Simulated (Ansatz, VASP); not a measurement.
**Na4H: VASP beside Ansatz**

```
CELL_PARAMETERS angstrom
7.26651 0.00000 0.00000
-2.42217 6.85093 0.00000
0.00000 0.00000 20.96654
ATOMIC_POSITIONS crystal
Na 0.25000 0.25000 0.19078
Na 0.25000 0.75000 0.19078
Na 0.75000 0.25000 0.19078
Na 0.75000 0.75000 0.19078
Na 0.00000 0.00000 0.33227
Na 0.00000 0.50000 0.33227
Na 0.50000 0.00000 0.33227
Na 0.50000 0.50000 0.33227
H 0.94839 0.75000 0.47535
H 0.05161 0.75000 0.47535
```

Alike in both runs: task single point; functional PBE; k mesh 4 × 4 × 1; occupations gaussian, width 0.1 eV; no spin polarisation.

|  | VASP | Ansatz |
| --- | --- | --- |
| version | VASP 6.6.1 | Ansatz 0.2.0 |
| potentials or method | VASP PAW PBE potentials, release 64 (Na_pv, H), cutoff 520 eV | scalar-relativistic, plane waves, PAW |
| valence electrons in the cell | 58 | 74 |

|  | VASP | Ansatz | Ansatz less VASP |
| --- | --- | --- | --- |
| gap on the k mesh at the Fermi level (eV) | none | none | - |
| rms of the force components (eV/Å) | 0.019 | 0.021 | +0.0018 |
| work function, face that differs most (eV) | 2.77 | 2.77 | +0.001 |

Atom by atom the forces differ by 0.003 eV/Å (rms over components). A gap of «none» marks a metal or a gap that the smearing closes. VASP's potentials hold 58 valence electrons a cell and Ansatz's 74, so a difference there can come from the potentials and not from the codes.
